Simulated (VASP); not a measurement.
# Pt (Fm-3m) in VASP: notebook

The runs below take Pt through single point, with PBEsol.

All numbers are computed with VASP 6.6.1; they aren't measurements. Logs are shortened: lines on timing, memory, paths and dates and some standing lists are left out, and cuts for length are marked.

### Step 1. The cell of the first run

It takes space group Fm-3m (No. 225, cubic). Conventional cell: a = 4.087 Å, b = 4.087 Å, c = 4.087 Å, α = 90.00°, β = 90.00°, γ = 90.00°. Pt (site symmetry m-3m) has 12 Pt at 2.89 Å within 3.8 Å.

### Step 2. Single point, PBEsol, collinear spin (17.06 Å³/atom)

INCAR

```
PREC     = Accurate       # precision mode
ENCUT    = 520            # plane-wave cutoff, eV
EDIFF    = 1E-6           # SCF threshold, eV
ISMEAR   = 0              # smearing method
SIGMA    = 0.15           # smearing width, eV
LREAL    = F              # projectors in reciprocal space
LASPH    = T              # aspherical terms in the spheres
NELM     = 150            # most SCF steps
ALGO     = Normal         # electronic algorithm
ISIF     = 2              # what is computed and relaxed
LWAVE    = F              # write WAVECAR
LCHARG   = T              # write CHGCAR
ISPIN    = 2              # spin polarisation
MAGMOM   = 0.3            # initial moments
LORBIT   = 11             # projections on sites
NUPDOWN  = 0.3            # fixed moment
LMAXMIX  = 4              # l up to which the mixer works
GGA      = PS             # functional
LELF     = T              # ELF
LVHAR    = T            
NBANDS   = 15             # bands
```

KPOINTS

```
Automatic mesh
0
Gamma
  22 22 22
```

POSCAR

```
Pt
1.0
    0.0000000000      2.0434252976      2.0434252976
    2.0434252976      0.0000000000      2.0434252976
    2.0434252976      2.0434252976      0.0000000000
Pt
1
Direct
    0.0000000000      0.0000000000      0.0000000000
```

Potentials or basis: VASP PAW PBE potentials, release 64 (Pt).

On the command line:

```console
$ cat potpaw_PBE.64/Pt/POTCAR > POTCAR
$ mpirun -np 1 vasp_std > vasp.out
```

OUTCAR:

```text
PREC = Accurate
   ENCUT = 520
   EDIFF = 1E-6
   ISMEAR = 0
   LREAL = F
   LASPH = T
   NELM = 150
   ISIF = 2
   ISPIN = 2
   LORBIT = 11
   NUPDOWN = 0.3
   GGA = PS

 ion  position               nearest neighbor table
   1  0.000  0.000  0.000-

  LATTYP: Found a face centered cubic cell.
 ALAT       =     4.0868505952

  Lattice vectors:

 A1 = (   0.0000000000,   2.0434252976,   2.0434252976)
 A2 = (   2.0434252976,   0.0000000000,   2.0434252976)
 A3 = (   2.0434252976,   2.0434252976,   0.0000000000)

Analysis of symmetry for initial positions (statically):
=====================================================================
 Subroutine PRICEL returns:
 Original cell was already a primitive cell.

 Routine SETGRP: Setting up the symmetry group for a
 face centered cubic supercell.

 Subroutine GETGRP returns: Found 48 space group operations
 (whereof 48 operations were pure point group operations)
 out of a pool of 48 trial point group operations.

The static configuration has the point symmetry O_h .

Analysis of symmetry for dynamics (positions and initial velocities):
=====================================================================
 Subroutine PRICEL returns:
 Original cell was already a primitive cell.

 Routine SETGRP: Setting up the symmetry group for a
 face centered cubic supercell.

 Subroutine GETGRP returns: Found 48 space group operations
 (whereof 48 operations were pure point group operations)
 out of a pool of 48 trial point group operations.

The dynamic configuration has the point symmetry O_h .

Analysis of structural, dynamic, and magnetic symmetry:
=====================================================================
 Subroutine PRICEL returns:
 Original cell was already a primitive cell.

 Routine SETGRP: Setting up the symmetry group for a
 face centered cubic supercell.

 Subroutine GETGRP returns: Found 48 space group operations
 (whereof 48 operations were pure point group operations)
 out of a pool of 48 trial point group operations.

The overall configuration has the point symmetry O_h .

 Subroutine INISYM returns: Found 48 space group operations
 (whereof 48 operations are pure point group operations),
 and found     1 'primitive' translations

----------------------------------------------------------------------------------------

                                     Primitive cell

  volume of cell :      17.0650

  direct lattice vectors                    reciprocal lattice vectors
     0.000000000  2.043425298  2.043425298    -0.244687193  0.244687193  0.244687193
     2.043425298  0.000000000  2.043425298     0.244687193 -0.244687193  0.244687193
     2.043425298  2.043425298  0.000000000     0.244687193  0.244687193 -0.244687193

  length of vectors
     2.889839770  2.889839770  2.889839770     0.423810650  0.423810650  0.423810650

  position of ions in fractional coordinates (direct lattice)
     0.000000000  0.000000000  0.000000000

  ion indices of the primitive-cell ions
   primitive index   ion index
                 1           1

----------------------------------------------------------------------------------------

 KPOINTS: Automatic mesh

Automatic generation of k-mesh.
 Grid dimensions read from file:
 generate k-points for:   22   22   22

 Generating k-lattice:

  Cartesian coordinates                     Fractional coordinates (reciprocal lattice)
    -0.011122145  0.011122145  0.011122145     0.045454545  0.000000000  0.000000000
     0.011122145 -0.011122145  0.011122145     0.000000000  0.045454545  0.000000000
     0.011122145  0.011122145 -0.011122145     0.000000000  0.000000000  0.045454545

  Length of vectors
     0.019264120  0.019264120  0.019264120

  Shift w.r.t. Gamma in fractional coordinates (k-lattice)
     0.000000000  0.000000000  0.000000000

 Subroutine IBZKPT returns following result:
 ===========================================

 Found    328 irreducible k-points:

 Following reciprocal coordinates:
            Coordinates               Weight
  0.000000  0.000000  0.000000      1.000000
  0.045455  0.000000  0.000000      8.000000
  0.090909  0.000000  0.000000      8.000000
  0.136364  0.000000  0.000000      8.000000
  0.181818  0.000000  0.000000      8.000000
  0.227273  0.000000  0.000000      8.000000
[... 16 lines left out ...]
  0.500000  0.045455  0.000000     24.000000
 -0.454545  0.045455  0.000000     24.000000
 [... further k-points ...]
   k-points           NKPTS =    328   k-points in BZ     NKDIM =    328   number of bands    NBANDS=     15
   number of dos      NEDOS =    301   number of ions     NIONS =      1
   total plane-waves  NPLWV =  13824
   dimension x,y,z NGX =    24 NGY =   24 NGZ =   24
   dimension x,y,z NGXF=    48 NGYF=   48 NGZF=   48
   ions per type =               1
   NGX,Y,Z   is equivalent  to a cutoff of  13.81, 13.81, 13.81 a.u.
   NGXF,Y,Z  is equivalent  to a cutoff of  27.61, 27.61, 27.61 a.u.
 SYSTEM =  unknown system
   PREC   = accura    normal or accurate (medium, high low for compatibility)
   ISTART =      0    job   : 0-new  1-cont  2-samecut
   ICHARG =      2    charge: 1-file 2-atom 10-const
   ISPIN  =      2    spin polarized calculation?
   LNONCOLLINEAR =      F non collinear calculations
   LSORBIT =      F    spin-orbit coupling
   LASPH  =      T    aspherical Exc in radial PAW
   ENCUT  =  520.0 eV  38.22 Ry    6.18 a.u.   5.37  5.37  5.37*2*pi/ulx,y,z
   NELM   =    150;   NELMIN=  2; NELMDL= -5     # of ELM steps
   EDIFF  = 0.1E-05   stopping-criterion for ELM
   LREAL  =      F    real-space projection
   EDIFFG = 0.1E-04   stopping-criterion for IOM
   NSW    =      0    number of steps for IOM
   IBRION =     -1    ionic relax: 0-MD 1-quasi-New 2-CG
   NFREE  =      0    steps in history (QN), initial steepest desc. (CG)
   ISIF   =      2    stress and relaxation
   ISYM   =      2    0-nonsym 1-usesym 2-fastsym
   POTIM  = 0.5000    time-step for ionic-motion
   TEBEG  =    0.0;   TEEND  =   0.0 temperature during run
   PSTRESS=    0.0 pullay stress
   NELECT =      10.0000    total number of electrons
   NUPDOWN=       0.3000    fix difference up-down
   EMIN   =  10.00;   EMAX   =-10.00  energy-range for DOS
   EFERMI =   0.00;   METHOD = LEGACY
   ISMEAR =     0;   SIGMA  =   0.15  broadening in eV -4-tet -1-fermi 0-gaus
   EFERMI_NEDOS =   21; number of points for ismear=-14 and -15
   IALGO  =     38    algorithm
   IMIX   =      4    mixing-type and parameters
     AMIX     =   0.40;   BMIX     =  1.00
     AMIX_MAG =   1.60;   BMIX_MAG =  1.00
  volume/ion in A,a.u.               =      17.06       115.16
  Fermi-wavevector in a.u.,A,eV,Ry     =   1.369954  2.588838 25.535070  1.876775
  Thomas-Fermi vector in A             =   2.495784
   LORBIT       =     11    0 simple, 1 ext, 2 COOP (PROOUT), +10 PAW based schemes
   GGA     = PS    functional components
   LHFCALC =     F    Hartree Fock is set to
   AEXX    =    0.0000 exact exchange contribution
   IVDW    =     0    specifies the selected vdW correction
   LEPSILON=     F    determine dielectric tensor
   LRPA    =     F    only Hartree local field effects (RPA)
 spin polarized calculation
 Gauss-broadening in eV      SIGMA  =   0.15
  energy-cutoff  :      520.00
  volume of cell :       17.06
 maximum number of plane-waves:       477
 NGX is ok and might be reduce to    24
   NGX = 11   NGY = 11   NGZ = 11

 number of electron      10.0000000 magnetization       0.3000000

 Free energy of the ion-electron system (eV)
  ---------------------------------------------------
  ext. energy  EPLUGINS =         0.00000000
  ---------------------------------------------------
  free energy    TOTEN  =        -6.78136365 eV

  energy without entropy =       -6.75966129  energy(sigma->0) =       -6.77051247

 E-fermi :   8.8465     XC(G=0): -12.9053

 val. band max:        8.9111618143   @ k =  -0.3182   0.4091   0.1818
 cond. band min:       8.8468784168   @ k =   0.4091   0.4091   0.0000
 fundamental gap:     -0.0642833974
 Fermi energy:         8.9176560682

 spin component 1

 k-point     1 :       0.0000    0.0000    0.0000
  band No.  band energies     occupation
      1      -0.1236      1.00000
      2       5.6621      1.00000
      3       5.6621      1.00000
      4       5.6621      1.00000
      5       7.4466      1.00000
      6       7.4466      1.00000
      7      23.7328      0.00000
      8      27.9985      0.00000
      9      27.9985      0.00000
     10      27.9985      0.00000
     11      32.8857      0.00000
     12      38.3664      0.00000
     13      38.3664      0.00000
     14      38.3664      0.00000
     15      39.6368      0.00000
[... 397 lines left out ...]
 k-point    24 :      -0.4545    0.0455    0.0000
  band No.  band energies     occupation
      1       2.6999      1.00000
      2       5.6083      1.00000
      3       5.6877      1.00000
      4       7.9936      1.00000
      5       8.7040      0.97803
      6       9.4695      0.00000
      7      13.9511      0.00000
      8      23.3750      0.00000
      9      26.5499      0.00000
     10      26.9961      0.00000
     11      34.9335      0.00000
     12      35.1427      0.00000
     13      36.4023      0.00000
     14      41.0795      0.00000
     15      41.2930      0.00000

 [... further k-points ...]

 spin component 2

 k-point     1 :       0.0000    0.0000    0.0000
  band No.  band energies     occupation
      1      -0.0777      1.00000
      2       5.8655      1.00000
      3       5.8655      1.00000
      4       5.8655      1.00000
      5       7.6298      1.00000
      6       7.6298      1.00000
      7      23.7618      0.00000
      8      28.0259      0.00000
      9      28.0259      0.00000
     10      28.0259      0.00000
     11      32.8786      0.00000
     12      38.4283      0.00000
     13      38.4283      0.00000
     14      38.4283      0.00000
     15      39.8033      0.00000
[... 397 lines left out ...]
 k-point    24 :      -0.4545    0.0455    0.0000
  band No.  band energies     occupation
      1       2.8302      1.00000
      2       5.7851      1.00000
      3       5.8660      1.00000
      4       8.1029      1.00000
      5       8.9221      0.23787
      6       9.6061      0.00000
      7      14.1100      0.00000
      8      23.3918      0.00000
      9      26.6139      0.00000
     10      27.0600      0.00000
     11      34.9765      0.00000
     12      35.1863      0.00000
     13      36.4567      0.00000
     14      41.2432      0.00000
     15      41.4738      0.00000

 [... further k-points ...]
[... 5 lines left out ...]
  --------------------------------------------------------------------------------------
  -------------------------------------------------------------------------------------
  Total       -2.7375663     -2.7375663     -2.7375663     -0.0000000      0.0000000     -0.0000000
  in kB     -257.0211945   -257.0211945   -257.0211945     -0.0000000      0.0000000     -0.0000000
  external PRESSURE =    -257.0211945 kB  Pullay stress =       0.0000000 kB

 VOLUME and BASIS-vectors are now :
 -----------------------------------------------------------------------------
  energy-cutoff  :      520.00
  volume of cell :       17.06
      direct lattice vectors                 reciprocal lattice vectors
     0.000000000  2.043425298  2.043425298    -0.244687193  0.244687193  0.244687193
     2.043425298  0.000000000  2.043425298     0.244687193 -0.244687193  0.244687193
     2.043425298  2.043425298  0.000000000     0.244687193  0.244687193 -0.244687193

 POSITION                                       TOTAL-FORCE (eV/Angst)
 -----------------------------------------------------------------------------------
      0.00000      0.00000      0.00000         0.000000      0.000000      0.000000
 -----------------------------------------------------------------------------------
    total drift:                               -0.000000     -0.000000     -0.000000

  FREE ENERGIE OF THE ION-ELECTRON SYSTEM (eV)
  ---------------------------------------------------
  free  energy   TOTEN  =        -6.7813636503 eV

  energy  without entropy=       -6.7596612859  energy(sigma->0) =       -6.77051247

 total charge

# of ion       s       p       d       tot
------------------------------------------
    1        0.573   0.472   7.953   8.997

 magnetization (x)

# of ion       s       p       d       tot
------------------------------------------
    1       -0.001  -0.004   0.306   0.301
```

Run time: 1.8 min. Hardware: 1 thread of AMD EPYC 9R45 (Zen 5), shared host; peak memory 0.22 GiB.

Results:

| Item | Value |
| --- | --- |
| Free energy | -6.7814 eV |
| Pressure | -25.7 GPa |
| Net moment | 0.30 μB per cell |
| Site moments | Pt +0.30 μB |
| Valence electrons inside the program's atomic spheres | Pt 9.00 |

Caveat: the cell stands under tension; the PAW data sets were made with another functional, which shifts forces and pressure a little; spin-orbit coupling is left out, which moves the levels of the heavy elements; the total moment is fixed, so each spin has its own Fermi level.

### Step 3. Single point, PBEsol, collinear spin (17.06 Å³/atom)

INCAR

```
PREC = Accurate ; ENCUT = 520
EDIFF = 1E-6 ; ISMEAR = 0
SIGMA = 0.15 ; LREAL = False
LASPH = True ; NELM = 150
ALGO = Normal ; ISIF = 2
LWAVE = False ; LCHARG = True
ISPIN = 2 ; MAGMOM = 0.4
LORBIT = 11 ; NUPDOWN = 0.4
LMAXMIX = 4 ; GGA = PS
LELF = True ; LVHAR = True
NBANDS = 15
```

KPOINTS

```
regular mesh
0
Gamma
  22 22 22
```

POSCAR is that of step 2.

Potentials or basis: VASP PAW PBE potentials, release 64 (Pt).

On the command line:

```console
$ cat potpaw_PBE.64/Pt/POTCAR > POTCAR
$ mpirun -np 1 vasp_std > vasp.out
```

It took 1.7 min on 1 thread of AMD EPYC 9R45 (Zen 5), shared host; peak memory 0.22 GiB.

Results (log left out):

| Property | Result |
| --- | --- |
| Free energy | -6.7768 eV |
| Pressure | -25.5 GPa |
| Net moment | 0.40 μB per cell |
| Site moments | Pt +0.40 μB |
| Valence electrons inside the program's atomic spheres | Pt 9.00 |

Caveat: the cell stands under tension; the PAW data sets were made with another functional, which shifts forces and pressure a little; spin-orbit coupling is left out, which moves the levels of the heavy elements; the total moment is fixed, so each spin has its own Fermi level.

### Step 4. Single point, PBEsol, collinear spin (17.06 Å³/atom)

INCAR

```
  ALGO = Fast
  EDIFF = 1E-7
  ENCUT = 520
  GGA = PS
  ISIF = 2
  ISMEAR = 0
  ISPIN = 2
  LASPH = True
  LCHARG = False
  LMAXMIX = 4
  LORBIT = 11
  LREAL = False
  LWAVE = False
  MAGMOM = 0.5
  NBANDS = 15
  NELM = 150
  NUPDOWN = 0.5
  PREC = Accurate
  SIGMA = 0.15
```

KPOINTS

```
k-points
0
Gamma
  22 22 22
```

POSCAR is that of step 3.

On the command line:

```console
$ cat potpaw_PBE.64/Pt/POTCAR > POTCAR
$ mpirun -np 1 vasp_std > vasp.out
```

It took 2.1 min on 1 thread of AMD EPYC 9R45 (Zen 5), shared host; peak memory 0.22 GiB.

Results (log left out):

```
Free energy                                           : -6.7696 eV
Pressure                                              : -25.2 GPa
Net moment                                            : 0.50 μB per cell
Site moments                                          : Pt +0.50 μB
Valence electrons inside the program's atomic spheres : Pt 9.00
```

Caveat: the cell stands under tension; the PAW data sets were made with another functional, which shifts forces and pressure a little; spin-orbit coupling is left out, which moves the levels of the heavy elements; the total moment is fixed, so each spin has its own Fermi level.

### Step 5. The runs side by side

| fixed moment (μB) | pressure (GPa) | moment (μB) |
| --- | --- | --- |
| 0.3 | -25.7 | 0.30 |
| 0.4 | -25.5 | 0.40 |
| 0.5 | -25.2 | 0.50 |

Alike in all rows: task single point; level PBEsol; potentials or basis VASP PAW PBE potentials, release 64 (Pt); spin collinear; cell as given; k mesh 22 × 22 × 22; cutoff (eV) 520; smearing gaussian 0.15 eV.

Caveats: the cell stands under tension; the PAW data sets were made with another functional, which shifts forces and pressure a little; spin-orbit coupling is left out, which moves the levels of the heavy elements; the total moment is fixed, so each spin has its own Fermi level.

Total energies depend on the potentials used, so only differences within one code and one set of settings carry meaning.
